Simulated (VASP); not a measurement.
# Al2Co (Fd-3m) in VASP: a series of runs

Al2Co is run at these levels: PBE; tasks: single point, relaxation of cell and atoms.

Program: VASP 6.6.1. These are calculated values, not measurements. Logs are shortened: lines on timing, memory, paths and dates and some standing lists are left out, and cuts for length are marked.

## Step 1: The cell of the first run

The structure is cubic, space group Fd-3m (No. 227). Conventional cell: a = 6.945 Å, b = 6.945 Å, c = 6.945 Å, α = 90.00°, β = 90.00°, γ = 90.00°. Al (site symmetry -3m) has 6 Al at 2.46 Å and 6 Co at 2.88 Å within 3.2 Å. Co (site symmetry -43m) has 12 Al at 2.88 Å and 4 Co at 3.01 Å within 3.8 Å.

## Step 2: Single point, PBE

File INCAR:

```
SYSTEM = Al2Co
  PREC = Accurate
  ENCUT = 520
  EDIFF = 1E-6
  ISMEAR = 0
  SIGMA = 0.1
  LREAL = .False.
  LASPH = .True.
  NELM = 60
  ALGO = Normal
  ISIF = 2
  LWAVE = .False.
  LCHARG = .False.
  GGA = PE
  NBANDS = 24
```

File KPOINTS:

```
regular mesh
0
Gamma
  4 4 4
  0 0 0
```

File POSCAR:

```
Al2Co
1.0
    0.0000000000      3.4725159205      3.4725159205
    3.4725159205      0.0000000000      3.4725159205
    3.4725159205      3.4725159205      0.0000000000
Al Co
4 2
Direct
    0.6250000000      0.6250000000      0.6250000000
    0.1250000000      0.6250000000      0.6250000000
    0.6250000000      0.6250000000      0.1250000000
    0.6250000000      0.1250000000      0.6250000000
    0.0000000000      0.0000000000      0.0000000000
    0.2500000000      0.2500000000      0.2500000000
```

Potentials or basis: VASP PAW PBE potentials, release 64 (Al, Co).

The run is started by

```sh
$ cat potpaw_PBE.64/Al/POTCAR potpaw_PBE.64/Co/POTCAR > POTCAR
$ mpirun -np 1 vasp_std > vasp.out
```

OUTCAR:

```text
SYSTEM = Al2Co
   PREC = Accurate
   ENCUT = 520
   EDIFF = 1E-6
   ISMEAR = 0
   LREAL = .False.
   LASPH = .True.
   NELM = 60
   ISIF = 2
   GGA = PE

 ion  position               nearest neighbor table
   1  0.625  0.625  0.625-   2 2.46   3 2.46   4 2.46   3 2.46   4 2.46   2 2.46   6 2.88   5 2.88
                             6 2.88   5 2.88   6 2.88   5 2.88
   2  0.125  0.625  0.625-   1 2.46   3 2.46   4 2.46   1 2.46   3 2.46   4 2.46   5 2.88   6 2.88
                             5 2.88   5 2.88   6 2.88   6 2.88
   3  0.625  0.625  0.125-   1 2.46   1 2.46   2 2.46   4 2.46   4 2.46   2 2.46   6 2.88   5 2.88
                             6 2.88   5 2.88   6 2.88   5 2.88
   4  0.625  0.125  0.625-   1 2.46   3 2.46   1 2.46   2 2.46   3 2.46   2 2.46   5 2.88   6 2.88
                             5 2.88   6 2.88   6 2.88   5 2.88
   5  0.000  0.000  0.000-   1 2.88   3 2.88   4 2.88   1 2.88   2 2.88   3 2.88   1 2.88   2 2.88
                             4 2.88   2 2.88   3 2.88   4 2.88   6 3.01   6 3.01   6 3.01   6 3.01
   6  0.250  0.250  0.250-   2 2.88   3 2.88   4 2.88   1 2.88   2 2.88   4 2.88   1 2.88   2 2.88
                             3 2.88   1 2.88   3 2.88   4 2.88   5 3.01   5 3.01   5 3.01   5 3.01

  LATTYP: Found a face centered cubic cell.
 ALAT       =     6.9450318410

  Lattice vectors:

 A1 = (   0.0000000000,   3.4725159205,   3.4725159205)
 A2 = (   3.4725159205,   0.0000000000,   3.4725159205)
 A3 = (   3.4725159205,   3.4725159205,   0.0000000000)

Analysis of symmetry for initial positions (statically):
=====================================================================
 Subroutine PRICEL returns:
 Original cell was already a primitive cell.

 Routine SETGRP: Setting up the symmetry group for a
 face centered cubic supercell.

 Subroutine GETGRP returns: Found 48 space group operations
 (whereof 24 operations were pure point group operations)
 out of a pool of 48 trial point group operations.

The static configuration has the point symmetry T_d .
 The point group associated with its full space group is O_h .

Analysis of symmetry for dynamics (positions and initial velocities):
=====================================================================
 Subroutine PRICEL returns:
 Original cell was already a primitive cell.

 Routine SETGRP: Setting up the symmetry group for a
 face centered cubic supercell.

 Subroutine GETGRP returns: Found 48 space group operations
 (whereof 24 operations were pure point group operations)
 out of a pool of 48 trial point group operations.

The dynamic configuration has the point symmetry T_d .
 The point group associated with its full space group is O_h .

[... 94 lines left out ...]
   NFREE  =      0    steps in history (QN), initial steepest desc. (CG)
   ISIF   =      2    stress and relaxation
   ISYM   =      2    0-nonsym 1-usesym 2-fastsym
   POTIM  = 0.5000    time-step for ionic-motion
   TEBEG  =    0.0;   TEEND  =   0.0 temperature during run
   PSTRESS=    0.0 pullay stress
   NELECT =      30.0000    total number of electrons
   NUPDOWN=      -1.0000    fix difference up-down
   EMIN   =  10.00;   EMAX   =-10.00  energy-range for DOS
   EFERMI =   0.00;   METHOD = LEGACY
   ISMEAR =     0;   SIGMA  =   0.10  broadening in eV -4-tet -1-fermi 0-gaus
   EFERMI_NEDOS =   21; number of points for ismear=-14 and -15
   IALGO  =     38    algorithm
   IMIX   =      4    mixing-type and parameters
     AMIX     =   0.40;   BMIX     =  1.00
     AMIX_MAG =   1.60;   BMIX_MAG =  1.00
  volume/ion in A,a.u.               =      13.96        94.19
  Fermi-wavevector in a.u.,A,eV,Ry     =   1.162682  2.197151 18.392761  1.351830
  Thomas-Fermi vector in A             =   2.299240
   LORBIT       =      0    0 simple, 1 ext, 2 COOP (PROOUT), +10 PAW based schemes
   GGA     = PE    functional components
   LHFCALC =     F    Hartree Fock is set to
   AEXX    =    0.0000 exact exchange contribution
   IVDW    =     0    specifies the selected vdW correction
   LEPSILON=     F    determine dielectric tensor
   LRPA    =     F    only Hartree local field effects (RPA)
 non-spin polarized calculation
 Gauss-broadening in eV      SIGMA  =   0.10
  energy-cutoff  :      520.00
  volume of cell :       83.75
 maximum number of plane-waves:      2272
 NGX is ok and might be reduce to    40
   NGX = 19   NGY = 19   NGZ = 19

 number of electron      29.9999996 magnetization

 Free energy of the ion-electron system (eV)
  ---------------------------------------------------
  ext. energy  EPLUGINS =         0.00000000
  ---------------------------------------------------
  free energy    TOTEN  =       -27.38864848 eV

  energy without entropy =      -27.36749498  energy(sigma->0) =      -27.37807173

 E-fermi :   8.8268     XC(G=0): -11.1734

 val. band max:        8.7402759110   @ k =  -0.2500   0.5000   0.2500
 cond. band min:       8.8886609797   @ k =   0.2500   0.0000   0.0000
 fundamental gap:      0.1483850687
 Fermi energy:         8.8268143550

 k-point     1 :       0.0000    0.0000    0.0000
  band No.  band energies     occupation
      1      -2.5103      2.00000
      2       3.8294      2.00000
      3       5.5507      2.00000
      4       5.5507      2.00000
      5       5.5507      2.00000
      6       6.0956      2.00000
[... 205 lines left out ...]
     23      15.2807      0.00000
     24      15.2807      0.00000

------------------------ aborting loop because EDIFF is reached ----------------------------------------

  FORCE on cell =-STRESS in cart. coord.  units (eV):
  Direction    XX          YY          ZZ          XY          YZ          ZX
  --------------------------------------------------------------------------------------
  -------------------------------------------------------------------------------------
  Total        0.1509932      0.1509932      0.1509932      0.0000000     -0.0000000      0.0000000
  in kB        2.8887191      2.8887191      2.8887191      0.0000000     -0.0000000      0.0000000
  external PRESSURE =       2.8887191 kB  Pullay stress =       0.0000000 kB

 VOLUME and BASIS-vectors are now :
 -----------------------------------------------------------------------------
  energy-cutoff  :      520.00
  volume of cell :       83.75
      direct lattice vectors                 reciprocal lattice vectors
     0.000000000  3.472515920  3.472515920    -0.143987821  0.143987821  0.143987821
     3.472515920  0.000000000  3.472515920     0.143987821 -0.143987821  0.143987821
     3.472515920  3.472515920  0.000000000     0.143987821  0.143987821 -0.143987821

 POSITION                                       TOTAL-FORCE (eV/Angst)
 -----------------------------------------------------------------------------------
      4.34064      4.34064      4.34064         0.000000      0.000000     -0.000000
      4.34064      2.60439      2.60439         0.000000      0.000000     -0.000000
      2.60439      2.60439      4.34064         0.000000      0.000000     -0.000000
      2.60439      4.34064      2.60439         0.000000      0.000000     -0.000000
      0.00000      0.00000      0.00000        -0.000000     -0.000000      0.000000
      1.73626      1.73626      1.73626        -0.000000     -0.000000      0.000000
 -----------------------------------------------------------------------------------
    total drift:                               -0.000000     -0.000000      0.000000

  FREE ENERGIE OF THE ION-ELECTRON SYSTEM (eV)
  ---------------------------------------------------
  free  energy   TOTEN  =       -27.3886484777 eV

  energy  without entropy=      -27.3674949770  energy(sigma->0) =      -27.37807173
```

stdout:

```text
POSCAR found type information on POSCAR AlCo
 POSCAR found :  2 types and       6 ions
 scaLAPACK will be used
 LDA part: xc-table for (Slater+PW92), standard interpolation
 POSCAR, INCAR and KPOINTS ok, starting setup
 FFT: planning ... GRIDC
 FFT: planning ... GRID_SOFT
 FFT: planning ... GRID
 WAVECAR not read
 entering main loop
```

Run time: 32 s. Hardware: 1 thread of Intel Xeon 6975P-C, shared host; peak memory 0.23 GiB.

Results:

```
Free energy            : -27.3886 eV
Pressure               : 0.3 GPa
Band gap on the k mesh : zero (band 15 reaches 9.28 eV, above the bottom of band 16 at 8.49 eV)
```

Caveat: the k points lie up to 0.39 Å⁻¹ apart.

## Step 3: Relaxation of cell and atoms, PBE

This run uses another cell than the first one, of 13.48 Å³/atom, 0.966 times its volume.

File INCAR:

```
SYSTEM = Al2Co
PREC = Accurate
ENCUT = 600
EDIFF = 1E-6
ISMEAR = 0
SIGMA = 0.1
LREAL = .False.
LASPH = .True.
NELM = 80
ALGO = Fast
ISIF = 3
LWAVE = .False.
LCHARG = .False.
GGA = PE
IBRION = 2
NSW = 90
EDIFFG = -0.04
```

File KPOINTS:

```
Automatic mesh
0
Gamma
  4 4 4
  0 0 0
```

POSCAR, as its differences from that of step 2:

```diff
@@ -2,5 +2,5 @@
 1.0
-    0.0000000000      3.4725159205      3.4725159205
-    3.4725159205      0.0000000000      3.4725159205
-    3.4725159205      3.4725159205      0.0000000000
+    0.0000000000      3.4327171253      3.4327171253
+    3.4327171253      0.0000000000      3.4327171253
+    3.4327171253      3.4327171253      0.0000000000
 Al Co
```

Potentials or basis: VASP PAW PBE potentials, release 64 (Al, Co).

The run is started by

```sh
$ cat potpaw_PBE.64/Al/POTCAR potpaw_PBE.64/Co/POTCAR > POTCAR
$ mpirun -np 1 vasp_std > vasp.out
```

OUTCAR:

```text
SYSTEM = Al2Co
   PREC = Accurate
   ENCUT = 600
   EDIFF = 1E-6
   ISMEAR = 0
   LREAL = .False.
   LASPH = .True.
   NELM = 80
   ISIF = 3
   GGA = PE
   IBRION = 2
   NSW = 90
   EDIFFG = -0.04

 ion  position               nearest neighbor table
   1  0.625  0.625  0.625-   2 2.43   3 2.43   4 2.43   3 2.43   4 2.43   2 2.43   6 2.85   5 2.85
                             6 2.85   5 2.85   6 2.85   5 2.85
   2  0.125  0.625  0.625-   1 2.43   3 2.43   4 2.43   1 2.43   3 2.43   4 2.43   6 2.85   5 2.85
                             5 2.85   6 2.85   5 2.85   6 2.85
   3  0.625  0.625  0.125-   1 2.43   1 2.43   2 2.43   4 2.43   4 2.43   2 2.43   6 2.85   5 2.85
                             6 2.85   5 2.85   6 2.85   5 2.85
   4  0.625  0.125  0.625-   1 2.43   3 2.43   1 2.43   2 2.43   3 2.43   2 2.43   6 2.85   5 2.85
                             6 2.85   5 2.85   6 2.85   5 2.85
   5  0.000  0.000  0.000-   1 2.85   1 2.85   1 2.85   2 2.85   3 2.85   4 2.85   4 2.85   2 2.85
                             4 2.85   3 2.85   2 2.85   3 2.85   6 2.97   6 2.97   6 2.97   6 2.97
   6  0.250  0.250  0.250-   2 2.85   3 2.85   4 2.85   1 2.85   1 2.85   1 2.85   2 2.85   2 2.85
                             3 2.85   4 2.85   3 2.85   4 2.85   5 2.97   5 2.97   5 2.97   5 2.97

  LATTYP: Found a face centered cubic cell.
 ALAT       =     6.8654342506

  Lattice vectors:

 A1 = (   0.0000000000,   3.4327171253,   3.4327171253)
 A2 = (   3.4327171253,   0.0000000000,   3.4327171253)
 A3 = (   3.4327171253,   3.4327171253,   0.0000000000)

[... 164 lines left out ...]
 Free energy of the ion-electron system (eV)
  ---------------------------------------------------
  ext. energy  EPLUGINS =         0.00000000
  ---------------------------------------------------
  free energy    TOTEN  =       -25.52829178 eV

  energy without entropy =      -25.49670013  energy(sigma->0) =      -25.51249595

------------------------ aborting loop because EDIFF is reached ----------------------------------------

  FORCE on cell =-STRESS in cart. coord.  units (eV):
  Direction    XX          YY          ZZ          XY          YZ          ZX
  --------------------------------------------------------------------------------------
  -------------------------------------------------------------------------------------
  Total        4.5254676      4.5254676      4.5254676     -0.0000000     -0.0000000      0.0000000
  in kB       89.6251714     89.6251714     89.6251714     -0.0000000     -0.0000000      0.0000000
  external PRESSURE =      89.6251714 kB  Pullay stress =       0.0000000 kB
[... 147 lines left out ...]
--------------------------------------- Ionic step        5  -------------------------------------------

 number of electron      29.9999994 magnetization

 Free energy of the ion-electron system (eV)
  ---------------------------------------------------
  ext. energy  EPLUGINS =         0.00000000
  ---------------------------------------------------
  free energy    TOTEN  =       -27.38816295 eV

  energy without entropy =      -27.36693156  energy(sigma->0) =      -27.37754726

 E-fermi :   8.7809     XC(G=0): -11.1557

 val. band max:        8.6944869028   @ k =  -0.2500   0.5000   0.2500
 cond. band min:       8.8431496810   @ k =   0.2500   0.0000   0.0000
 fundamental gap:      0.1486627782
 Fermi energy:         8.7809165996

 k-point     1 :       0.0000    0.0000    0.0000
  band No.  band energies     occupation
      1      -2.5309      2.00000
      2       3.7930      2.00000
      3       5.5168      2.00000
      4       5.5168      2.00000
      5       5.5168      2.00000
      6       6.0572      2.00000
[... 198 lines left out ...]
  FREE ENERGIE OF THE ION-ELECTRON SYSTEM (eV)
  ---------------------------------------------------
  free  energy   TOTEN  =       -27.3881629517 eV

  energy  without entropy=      -27.3669315613  energy(sigma->0) =      -27.37754726

 reached required accuracy - stopping structural energy minimisation
```

OSZICAR:

```text
N       E                     dE             d eps       ncg     rms          rms(c)
DAV:   1     0.159854774461E+03    0.15985E+03   -0.12931E+04   304   0.169E+03
DAV:   2    -0.210388264897E+02   -0.18089E+03   -0.17593E+03   304   0.328E+02
DAV:   3    -0.330062089780E+02   -0.11967E+02   -0.11257E+02   431   0.862E+01
[... 94 lines left out ...]
RMM:   8    -0.273882110579E+02    0.11036E-03   -0.85585E-04   344   0.224E-01    0.736E-02
RMM:   9    -0.273881705027E+02    0.40555E-04   -0.18265E-04   337   0.907E-02    0.318E-02
RMM:  10    -0.273881626516E+02    0.78511E-05   -0.84096E-05   329   0.504E-02    0.663E-03
RMM:  11    -0.273881629814E+02   -0.32980E-06   -0.12077E-05   287   0.218E-02    0.404E-03
RMM:  12    -0.273881629517E+02    0.29623E-07   -0.12096E-06   194   0.871E-03
   5 F= -.27388163E+02 E0= -.27377547E+02  d E =-.185987E+01
```

Run time: 2.6 min. Hardware: 1 thread of Intel Xeon 6975P-C, shared host; peak memory 0.25 GiB.

What came out:

```
Free energy                            : -27.3882 eV
Relaxed volume                         : 14.01 Å³/atom
Relaxed cell                           : a = 4.918 Å, b = 4.918 Å, c = 4.918 Å, α = 60.00°, β = 60.00°, γ = 60.00°
Space group after relaxing (to 0.05 Å) : Fd-3m (No. 227)
Energy gained by relaxing              : 310.0 meV/atom
Ionic steps                            : 5
Pressure after relaxing                : -0.3 GPa
Band gap on the k mesh                 : zero (band 15 reaches 9.22 eV, above the bottom of band 16 at 8.45 eV)
```

Step by step:
```tsv
step	energy change (eV)	largest force (eV/Å)	pressure (GPa)	volume (Å³)
1	0.0000	0.0000	8.96	80.90
2	-0.8528	0.0000	-5.03	90.06
3	-1.7413	0.0000	-6.27	89.48
4	-1.8471	0.0000	-2.29	85.66
5	-1.8599	0.0000	-0.31	84.09
```

Final structure:
```
Al Co
1.0
     0.00000    3.47723    3.47723
     3.47723    0.00000    3.47723
     3.47723    3.47723    0.00000
Al Co
4 2
Direct
  0.62500 0.62500 0.62500
  0.12500 0.62500 0.62500
  0.62500 0.62500 0.12500
  0.62500 0.12500 0.62500
  0.00000 0.00000 0.00000
  0.25000 0.25000 0.25000
```

Levels at points of the mesh, in eV from the Fermi level:
```
           k point  band 13  band 14  band 15  band 16  band 17  band 18
(0.00, 0.00, 0.00)    -0.54     0.44     0.44     0.44     0.68     0.68
(0.50, 0.00, 0.00)    -0.49    -0.29    -0.29     0.63     0.79     2.19
(0.50, 0.50, 0.00)    -0.89    -0.89    -0.33    -0.33     3.06     3.06
```

Caveat: the k points lie up to 0.39 Å⁻¹ apart in the final cell. Spin polarisation is off, so any magnetic state and its effect on volume and gap are missing.
